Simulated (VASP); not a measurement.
# CdS: single point with PBE

Crystal: CdS.

```
Cd S
1.0
     0.00000    2.96313    2.96313
     2.96313    0.00000    2.96313
     2.96313    2.96313    0.00000
Cd S
1 1
Cartesian
  0.0000 0.0000 0.0000
  1.4816 1.4816 1.4816
```

- Program: VASP 6.6.1
- Task: single point
- Functional: PBE
- Potentials or basis: VASP PAW PBE potentials, release 64 (Cd, S)
- Cutoff: 520 eV
- k mesh: 8 × 8 × 8
- Occupations: gaussian, width 0.02 eV
- Spin: no spin polarisation

```
Pressure               : 0.3 GPa
Band gap on the k mesh : 1.04 eV
```

Levels at points of the mesh, in eV from the valence-band top:
```tsv
k point	band 5	band 6	band 7	band 8	band 9	band 10	band 11	band 12	band 13	band 14
(0.00, 0.00, 0.00)	-7.15	-7.15	0.00	0.00	0.00	1.04	6.55	6.55	6.55	11.18
(0.50, 0.00, 0.00)	-7.12	-6.81	-4.12	-0.69	-0.69	2.94	7.01	7.01	7.33	10.94
(0.50, 0.50, 0.00)	-7.08	-6.75	-3.75	-1.72	-1.72	3.63	4.28	9.04	10.50	10.50
```

Wall time 13 s on 1 thread of Intel(R) Xeon(R) 6975P-C (Granite Rapids), on a shared host, peak memory 0.18 GiB.

A hybrid or GW would open this gap; PBE tends to underestimate it.
